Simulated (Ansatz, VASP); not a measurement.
## One calculation of CeO2, two programs

```
Ce O
1.0
     0.00000    2.73000    2.73000
     2.73000    0.00000    2.73000
     2.73000    2.73000    0.00000
Ce O
1 2
Direct
  0.00000 0.00000 0.00000
  0.25000 0.25000 0.25000
  0.75000 0.75000 0.75000
```

Alike in both runs: task single point; functional PBE; k mesh 8 × 8 × 8; occupations fermi-dirac, width 0.1 eV; no spin polarisation.

|  | VASP | Ansatz |
| --- | --- | --- |
| version | VASP 6.6.1 | Ansatz 0.2.0 development build |
| potentials or method | VASP PAW PBE potentials, release 64 (Ce, O) | plane waves, PAW datasets (generated soft set 1) |
| plane-wave cutoff (eV) | 520 | 420 |
| valence electrons in the cell | 24 | 24 |

|  | VASP | Ansatz | Ansatz less VASP |
| --- | --- | --- | --- |
| gap on the k mesh at the Fermi level (eV) | 1.87 | 1.88 | +0.010 |

The functional is the same, so the differences come from potentials, cutoffs and numerics.

Spin-orbit coupling is off throughout.
